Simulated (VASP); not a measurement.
Write the native input for VASP 6.6.1 that does the following.

```
Task                   : relaxation of cell and atoms
Functional             : r2SCAN
Potentials or basis    : VASP PAW PBE potentials, release 64 (Zn, O)
Cutoff                 : 600 eV
k mesh                 : 8 × 8 × 8
Occupations            : gaussian, width 0.1 eV
Spin                   : no spin polarisation
Dipole correction      : no
Further INCAR settings : ALGO = Normal; EDIFF = 1e-06; IBRION = 2; EDIFFG = -0.05; NSW = 80; ISIF = 3
```

The system is ZnO.

```
CELL_PARAMETERS angstrom
0.00000 2.09792 2.09792
2.09792 0.00000 2.09792
2.09792 2.09792 0.00000
ATOMIC_POSITIONS crystal
Zn 0.00000 0.00000 0.00000
O 0.50000 0.50000 0.50000
```

One way to write it, as run:

POSCAR

```
ZnO
1.0
    0.0000000000      2.0979190241      2.0979190241
    2.0979190241      0.0000000000      2.0979190241
    2.0979190241      2.0979190241      0.0000000000
Zn O
1 1
Direct
    0.0000000000      0.0000000000      0.0000000000
    0.5000000000      0.5000000000      0.5000000000
```

INCAR.step1

```
PREC     = Accurate       # precision mode
ENCUT    = 600            # plane-wave cutoff, eV
ISMEAR   = 0              # smearing method
SIGMA    = 0.1            # smearing width, eV
LREAL    = F              # projectors in reciprocal space
LASPH    = T              # aspherical terms in the spheres
NELM     = 100            # most SCF steps
GGA      = PE             # functional
ALGO     = Normal         # electronic algorithm
EDIFF    = 1E-4           # SCF threshold, eV
LWAVE    = T              # write WAVECAR
LCHARG   = F              # write CHGCAR
```

INCAR.step2

```
PREC     = Accurate       # precision mode
ENCUT    = 600            # plane-wave cutoff, eV
EDIFF    = 1E-6           # SCF threshold, eV
ISMEAR   = 0              # smearing method
SIGMA    = 0.1            # smearing width, eV
LREAL    = F              # projectors in reciprocal space
LASPH    = T              # aspherical terms in the spheres
NELM     = 100            # most SCF steps
ALGO     = Normal         # electronic algorithm
ISIF     = 3              # what is computed and relaxed
LWAVE    = F              # write WAVECAR
LCHARG   = F              # write CHGCAR
METAGGA  = R2SCAN         # meta-GGA
LMIXTAU  = T            
IBRION   = 2              # ionic algorithm
NSW      = 80             # ionic steps
EDIFFG   = -0.05          # ionic threshold
ISTART   = 1
```

KPOINTS

```
Automatic mesh
0
Gamma
  8 8 8
```

Potentials or basis: VASP PAW PBE potentials, release 64 (Zn, O).

Run with:

```console
$ cat potpaw_PBE.64/Zn/POTCAR potpaw_PBE.64/O/POTCAR > POTCAR
$ cp INCAR.step1 INCAR
$ mpirun -np 1 vasp_std > vasp.out
$ cp INCAR.step2 INCAR
$ mpirun -np 1 vasp_std > vasp.out
```

Results of the run:

| Quantity | Value |
| --- | --- |
| Relaxed volume | 9.76 Å³/atom |
| Relaxed cell | a = 3.022 Å, b = 3.022 Å, c = 3.022 Å, α = 60.00°, β = 60.00°, γ = 60.00° |
| Space group after relaxing (to 0.05 Å) | Fm-3m (No. 225) |
| Energy gained by relaxing | 18.7 meV/atom |
| Ionic steps | 3 |
| Pressure after relaxing | 0.3 GPa |
| Band gap on the k mesh | 1.53 eV, indirect (least direct gap 2.94 eV) |

Caveat: the PAW data sets were made with another functional, which shifts forces and pressure a little.

It took 2.4 min on 1 thread of AMD EPYC 7R43 64-Core Processor (Zen 3), on a shared host, peak memory 0.12 GiB.
